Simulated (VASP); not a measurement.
# Cd16AsS15 (a cell with a defect) in VASP: electric field gradients with PBE

Aim: the electric field gradients of Cd16AsS15 (a cell with a defect) with PBE.

Program: VASP 6.6.1. These are calculated values, not measurements. Logs are shortened: lines on timing, memory, paths and dates and some standing lists are left out, and cuts for length are marked.

## 1. The cell of the first run

The cell holds a defect, 32 atoms: a = 8.300 Å, b = 8.300 Å, c = 13.474 Å, α = 90.00°, β = 90.00°, γ = 120.00°.

## 2. Electric field gradients, PBE

INCAR reads:

```
PREC = Accurate
ENCUT = 520
EDIFF = 1E-8
ISMEAR = -1
SIGMA = 0.01
LREAL = Auto
LASPH = T
NELM = 100
ALGO = Normal
ISIF = 2
LWAVE = F
LCHARG = F
GGA = PE
LEFG = T
NELECT = 288.0
NBANDS = 166
```

KPOINTS reads:

```
Automatic mesh
0
Gamma
  3 3 2
```

POSCAR reads:

```
Cd16AsS15
1.0
    8.3000000000      0.0000000000      0.0000000000
   -4.1500000000      7.1880108514      0.0000000000
    0.0000000000      0.0000000000     13.4740000000
Cd As S
16 1 15
Direct
    0.1666666666      0.3333333334      0.0000000000
    0.1666666666      0.3333333334      0.5000000000
    0.1666666666      0.8333333334      0.0000000000
    0.1666666666      0.8333333334      0.5000000000
    0.6666666666      0.3333333334      0.0000000000
    0.6666666666      0.3333333334      0.5000000000
    0.6666666666      0.8333333334      0.0000000000
    0.6666666666      0.8333333334      0.5000000000
    0.3333333334      0.1666666666      0.2500000000
    0.3333333334      0.1666666666      0.7500000000
    0.3333333334      0.6666666666      0.2500000000
    0.3333333334      0.6666666666      0.7500000000
    0.8333333334      0.1666666666      0.2500000000
    0.8333333334      0.1666666666      0.7500000000
    0.8333333334      0.6666666666      0.2500000000
    0.8333333334      0.6666666666      0.7500000000
    0.1666666666      0.3333333334      0.1875000000
    0.1666666666      0.3333333334      0.6875000000
    0.1666666666      0.8333333334      0.1875000000
    0.1666666666      0.8333333334      0.6875000000
    0.6666666666      0.3333333334      0.1875000000
    0.6666666666      0.3333333334      0.6875000000
    0.6666666666      0.8333333334      0.1875000000
    0.6666666666      0.8333333334      0.6875000000
    0.3333333334      0.1666666666      0.4375000000
    0.3333333334      0.1666666666      0.9375000000
    0.3333333334      0.6666666666      0.4375000000
    0.3333333334      0.6666666666      0.9375000000
    0.8333333334      0.1666666666      0.4375000000
    0.8333333334      0.1666666666      0.9375000000
    0.8333333334      0.6666666666      0.4375000000
    0.8333333334      0.6666666666      0.9375000000
```

Potentials or basis: VASP PAW PBE potentials, release 64 (Cd, As, S).

Launch:

```console
cat potpaw_PBE.64/Cd/POTCAR potpaw_PBE.64/As/POTCAR potpaw_PBE.64/S/POTCAR > POTCAR
mpirun -np 1 vasp_std > vasp.out
```

OUTCAR:

```text
PREC = Accurate
   ENCUT = 520
   EDIFF = 1E-8
   ISMEAR = -1
   LREAL = Auto
   LASPH = T
   NELM = 100
   ISIF = 2
   GGA = PE
   NELECT = 288.0

 ion  position               nearest neighbor table
   1  0.167  0.333  0.000-  17 2.53  28 2.54  30 2.54  26 2.54
   2  0.167  0.333  0.500-  18 2.53  27 2.54  29 2.54  25 2.54
   3  0.167  0.833  0.000-  19 2.53  26 2.54  32 2.54  28 2.54
   4  0.167  0.833  0.500-  20 2.53  25 2.54  31 2.54  27 2.54
   5  0.667  0.333  0.000-  21 2.53  32 2.54  26 2.54  30 2.54
   6  0.667  0.333  0.500-  22 2.53  31 2.54  25 2.54  29 2.54
[... 24 lines left out ...]
  31  0.833  0.667  0.438-  15 2.53   6 2.54   4 2.54   8 2.54
  32  0.833  0.667  0.938-  16 2.53   5 2.54   3 2.54   7 2.54

  LATTYP: Found a hexagonal cell.
 ALAT       =     8.3000000000
 C/A-ratio  =     1.6233734940

  Lattice vectors:

 A1 = (   8.3000000000,   0.0000000000,   0.0000000000)
 A2 = (  -4.1500000000,   7.1880108514,   0.0000000000)
 A3 = (   0.0000000000,   0.0000000000,  13.4740000000)

Analysis of symmetry for initial positions (statically):
=====================================================================
 Subroutine PRICEL returns:
 Original cell was already a primitive cell.

 Routine SETGRP: Setting up the symmetry group for a
 hexagonal supercell.

 Subroutine GETGRP returns: Found  6 space group operations
 (whereof  2 operations were pure point group operations)
 out of a pool of 24 trial point group operations.

The static configuration has the point symmetry C_1h.
 The point group associated with its full space group is C_3v.

Analysis of symmetry for dynamics (positions and initial velocities):
=====================================================================
 Subroutine PRICEL returns:
 Original cell was already a primitive cell.

 Routine SETGRP: Setting up the symmetry group for a
 hexagonal supercell.

 Subroutine GETGRP returns: Found  6 space group operations
 (whereof  2 operations were pure point group operations)
 out of a pool of 24 trial point group operations.

The dynamic configuration has the point symmetry C_1h.
 The point group associated with its full space group is C_3v.

 Subroutine INISYM returns: Found  6 space group operations
 (whereof  2 operations are pure point group operations),
 and found     1 'primitive' translations

----------------------------------------------------------------------------------------

                                     Primitive cell

  volume of cell :     803.8654

  direct lattice vectors                    reciprocal lattice vectors
     8.300000000  0.000000000  0.000000000     0.120481928  0.069560273  0.000000000
    -4.150000000  7.188010851  0.000000000     0.000000000  0.139120547  0.000000000
     0.000000000  0.000000000 13.474000000     0.000000000  0.000000000  0.074217011

  length of vectors
     8.300000000  8.300000000 13.474000000     0.139120547  0.139120547  0.074217011

  position of ions in fractional coordinates (direct lattice)
     0.166666667  0.333333333  0.000000000
     0.166666667  0.333333333  0.500000000
     0.166666667  0.833333333  0.000000000
     0.166666667  0.833333333  0.500000000
     0.666666667  0.333333333  0.000000000
     0.666666667  0.333333333  0.500000000
[... 24 lines left out ...]
     0.833333333  0.666666667  0.437500000
     0.833333333  0.666666667  0.937500000

  ion indices of the primitive-cell ions
   primitive index   ion index
                 1           1
                 2           2
                 3           3
                 4           4
                 5           5
                 6           6
[... 24 lines left out ...]
                31          31
                32          32

[... 51 lines left out ...]
   NELM   =    100;   NELMIN=  2; NELMDL= -5     # of ELM steps
   EDIFF  = 0.1E-07   stopping-criterion for ELM
   LREAL  =      T    real-space projection
   EDIFFG = 0.1E-06   stopping-criterion for IOM
   NSW    =      0    number of steps for IOM
   IBRION =     -1    ionic relax: 0-MD 1-quasi-New 2-CG
   NFREE  =      0    steps in history (QN), initial steepest desc. (CG)
   ISIF   =      2    stress and relaxation
   ISYM   =      2    0-nonsym 1-usesym 2-fastsym
   POTIM  = 0.5000    time-step for ionic-motion
   TEBEG  =    0.0;   TEEND  =   0.0 temperature during run
   PSTRESS=    0.0 pullay stress
   NELECT =     288.0000    total number of electrons
   NUPDOWN=      -1.0000    fix difference up-down
   EMIN   =  10.00;   EMAX   =-10.00  energy-range for DOS
   EFERMI =   0.00;   METHOD = LEGACY
   ISMEAR =    -1;   SIGMA  =   0.01  broadening in eV -4-tet -1-fermi 0-gaus
   EFERMI_NEDOS =   21; number of points for ismear=-14 and -15
   IALGO  =     38    algorithm
   IMIX   =      4    mixing-type and parameters
     AMIX     =   0.40;   BMIX     =  1.00
     AMIX_MAG =   1.60;   BMIX_MAG =  1.00
  volume/ion in A,a.u.               =      25.12       169.52
  Fermi-wavevector in a.u.,A,eV,Ry     =   1.162727  2.197236 18.394190  1.351935
  Thomas-Fermi vector in A             =   2.299285
   LORBIT       =      0    0 simple, 1 ext, 2 COOP (PROOUT), +10 PAW based schemes
   GGA     = PE    functional components
   LHFCALC =     F    Hartree Fock is set to
   AEXX    =    0.0000 exact exchange contribution
   IVDW    =     0    specifies the selected vdW correction
   LEPSILON=     F    determine dielectric tensor
   LRPA    =     F    only Hartree local field effects (RPA)
 non-spin polarized calculation
  energy-cutoff  :      520.00
  volume of cell :      803.87
 maximum number of plane-waves:     21722
 NGX is ok and might be reduce to    64
   NGX = 31   NGY = 31   NGZ = 51

 number of electron     287.9999970 magnetization

 Free energy of the ion-electron system (eV)
  ---------------------------------------------------
  ext. energy  EPLUGINS =         0.00000000
  ---------------------------------------------------
  free energy    TOTEN  =       -94.51682172 eV

  energy without entropy =      -94.51680817  energy(sigma->0) =      -94.51681495

 E-fermi :   2.3494     XC(G=0):  -9.1411

 val. band max:        2.2644158639   @ k =   0.0000   0.0000   0.0000
 cond. band min:       2.4223661810   @ k =   0.0000   0.0000   0.0000
 fundamental gap:      0.1579503171
 Fermi energy:         2.3494264406

 k-point     1 :       0.0000    0.0000    0.0000
  band No.  band energies     occupation
      1     -11.2305      2.00000
      2     -10.9512      2.00000
      3     -10.9213      2.00000
      4     -10.8798      2.00000
      5     -10.8776      2.00000
      6     -10.8776      2.00000
[... 943 lines left out ...]
    155       5.8202      0.00000
    156       5.8320      0.00000
 [bands above 156 left out]

------------------------ aborting loop because EDIFF is reached ----------------------------------------

  FORCE on cell =-STRESS in cart. coord.  units (eV):
  Direction    XX          YY          ZZ          XY          YZ          ZX
  --------------------------------------------------------------------------------------
  -------------------------------------------------------------------------------------
  Total       21.8558308     21.8558308     25.0308533     -0.0000000      0.0000000      0.0000000
  in kB       43.5606693     43.5606693     49.8887794     -0.0000000      0.0000000      0.0000000
  external PRESSURE =      45.6700393 kB  Pullay stress =       0.0000000 kB

 VOLUME and BASIS-vectors are now :
 -----------------------------------------------------------------------------
  energy-cutoff  :      520.00
  volume of cell :      803.87
      direct lattice vectors                 reciprocal lattice vectors
     8.300000000  0.000000000  0.000000000     0.120481928  0.069560273  0.000000000
    -4.150000000  7.188010851  0.000000000     0.000000000  0.139120547  0.000000000
     0.000000000  0.000000000 13.474000000     0.000000000  0.000000000  0.074217011

 POSITION                                       TOTAL-FORCE (eV/Angst)
 -----------------------------------------------------------------------------------
     -0.00000      2.39600      0.00000        -0.000000     -0.000000      0.206030
     -0.00000      2.39600      6.73700        -0.000000     -0.000000     -0.267237
     -2.07500      5.99001      0.00000         0.054089      0.031228      0.126833
     -2.07500      5.99001      6.73700         0.079421      0.045854     -0.157093
      4.15000      2.39600      0.00000        -0.000000     -0.062456      0.126833
      4.15000      2.39600      6.73700         0.000000     -0.091707     -0.157093
[... 24 lines left out ...]
      4.15000      4.79201      5.89487        -0.000000     -0.000000      0.183390
      4.15000      4.79201     12.63188        -0.000000     -0.000000     -0.053725
 -----------------------------------------------------------------------------------
    total drift:                               -0.000003      0.000000     -0.040811

  FREE ENERGIE OF THE ION-ELECTRON SYSTEM (eV)
  ---------------------------------------------------
  free  energy   TOTEN  =       -94.5168217228 eV

  energy  without entropy=      -94.5168081730  energy(sigma->0) =      -94.51681495

 Electric field gradients (V/A^2)
---------------------------------------------------------------------
 ion       V_xx      V_yy      V_zz      V_xy      V_xz      V_yz
---------------------------------------------------------------------
   1      38.618    38.618   -77.236     0.000     0.000    -0.000
   2      -0.787    -0.786     1.573     0.000     0.000    -0.000
   3       6.564     4.956   -11.520     1.393     1.943     1.122
   4       0.045    -2.353     2.308     2.078     0.903     0.521
   5       4.151     7.368   -11.520     0.000     0.000    -2.243
   6      -3.553     1.245     2.308     0.000     0.000    -1.043
[... 24 lines left out ...]
  31       1.397     1.398    -2.795     0.000    -0.000     0.000
  32      -2.255    -2.255     4.510     0.000    -0.000     0.000
---------------------------------------------------------------------

 Electric field gradients after diagonalization (V/A^2)
 (convention: |V_zz| > |V_xx| > |V_yy|)
----------------------------------------------------------------------
 ion       V_xx      V_yy      V_zz     asymmetry (V_yy - V_xx)/ V_zz
----------------------------------------------------------------------
   1      38.618    38.618   -77.236       0.000
   2      -0.787    -0.786     1.573       0.000
   3       7.631     4.151   -11.782       0.295
   4       2.947     0.607    -3.553       0.659
   5       7.631     4.151   -11.782       0.295
   6       2.947     0.607    -3.553       0.659
[... 24 lines left out ...]
  31       1.398     1.397    -2.795       0.000
  32      -2.256    -2.255     4.510       0.000
----------------------------------------------------------------------

           NMR quadrupolar parameters

 Cq : quadrupolar parameter    Cq=e*Q*V_zz/h
 eta: asymmetry parameters     (V_yy - V_xx)/ V_zz
 Q  : nuclear electric quadrupole moment in mb (millibarn)
----------------------------------------------------------------------
 ion       Cq(MHz)       eta       Q (mb)
----------------------------------------------------------------------
   1      -0.187       0.000       1.000
   2       0.004       0.000       1.000
   3      -0.028       0.295       1.000
   4      -0.009       0.659       1.000
   5      -0.028       0.295       1.000
   6      -0.009       0.659       1.000
[... 24 lines left out ...]
  31      -0.007       0.000       1.000
  32       0.011       0.000       1.000
----------------------------------------------------------------------
```

It took 21 min on 1 thread of Intel Xeon 6975P-C (Granite Rapids), shared host; peak memory 1.1 GiB.

Results:

```yaml
Free_energy: -94.5168 eV
Largest_force: 0.458 eV/Å
Largest_electric_field_gradient_by_atom: Cd -77.2, +1.6, -11.8, -3.6, -70.3, -13.7, +6.6, -7.5 (each value once); As +22.4; S -2.8, -28.7, -3.5, -14.7, -14.0, +4.5 (each value once) V/Å²
```

Forces in eV/Å, atoms in the order of the input:
```
Cd   0.000  0.000  0.206
Cd   0.000  0.000 -0.267
Cd   0.054  0.031  0.127
Cd   0.079  0.046 -0.157
Cd   0.000 -0.062  0.127
Cd   0.000 -0.092 -0.157
Cd  -0.054  0.031  0.127
Cd  -0.079  0.046 -0.157
Cd  -0.165  0.095 -0.306
Cd   0.032 -0.018  0.098
Cd   0.000 -0.191 -0.306
Cd   0.000  0.037  0.098
Cd   0.165  0.095 -0.306
Cd  -0.032 -0.018  0.098
Cd   0.000  0.000 -0.290
Cd   0.000  0.000  0.004
As   0.000  0.000  0.162
S    0.000  0.000  0.071
S   -0.025 -0.014  0.039
S   -0.040 -0.023  0.068
S    0.000  0.028  0.039
S    0.000  0.047  0.068
S    0.025 -0.014  0.039
S    0.040 -0.023  0.068
S    0.125 -0.072  0.434
S    0.145 -0.084 -0.308
S    0.000  0.145  0.434
S    0.000  0.168 -0.308
S   -0.125 -0.072  0.434
S   -0.145 -0.084 -0.308
S    0.000  0.000  0.183
S    0.000  0.000 -0.054
```

Electric field gradients, principal values (V/Å²):
| atom | least | middle | greatest (by size) |
| --- | --- | --- | --- |
| 1 Cd | 38.618 | 38.618 | -77.236 |
| 2 Cd | -0.786 | -0.787 | 1.573 |
| 3 Cd | 4.151 | 7.631 | -11.782 |
| 4 Cd | 0.607 | 2.947 | -3.553 |
| 5 Cd | 4.151 | 7.631 | -11.782 |
| 6 Cd | 0.607 | 2.947 | -3.553 |
| 7 Cd | 4.152 | 7.630 | -11.782 |
| 8 Cd | 0.606 | 2.947 | -3.553 |
| 9 Cd | 29.344 | 40.961 | -70.305 |
| 10 Cd | 6.727 | 6.936 | -13.663 |
| 11 Cd | 29.344 | 40.961 | -70.304 |
| 12 Cd | 6.728 | 6.935 | -13.663 |
| 13 Cd | 29.344 | 40.961 | -70.304 |
| 14 Cd | 6.728 | 6.935 | -13.663 |
| 15 Cd | -3.304 | -3.305 | 6.609 |
| 16 Cd | 3.753 | 3.753 | -7.506 |
| 17 As | -11.177 | -11.177 | 22.354 |
| 18 S | 1.403 | 1.404 | -2.807 |
| 19 S | 8.691 | 19.979 | -28.670 |
| 20 S | 1.069 | 2.453 | -3.522 |
| 21 S | 8.691 | 19.979 | -28.670 |
| 22 S | 1.069 | 2.453 | -3.522 |
| 23 S | 8.691 | 19.979 | -28.670 |
| 24 S | 1.070 | 2.452 | -3.522 |
| 25 S | 6.347 | 8.319 | -14.666 |
| 26 S | 4.372 | 9.623 | -13.995 |
| 27 S | 6.348 | 8.318 | -14.666 |
| 28 S | 4.371 | 9.623 | -13.994 |
| 29 S | 6.348 | 8.318 | -14.666 |
| 30 S | 4.371 | 9.623 | -13.994 |
| 31 S | 1.397 | 1.398 | -2.795 |
| 32 S | -2.255 | -2.256 | 4.510 |

Caveat: the cell carries a net charge on a neutralising background, which shifts energy and pressure; the cell is charged against a uniform background, so pressure and absolute levels hang on convention; without QUAD_EFG the Cq values of the log hold for a quadrupole moment of 1 mb, not for the nuclei.
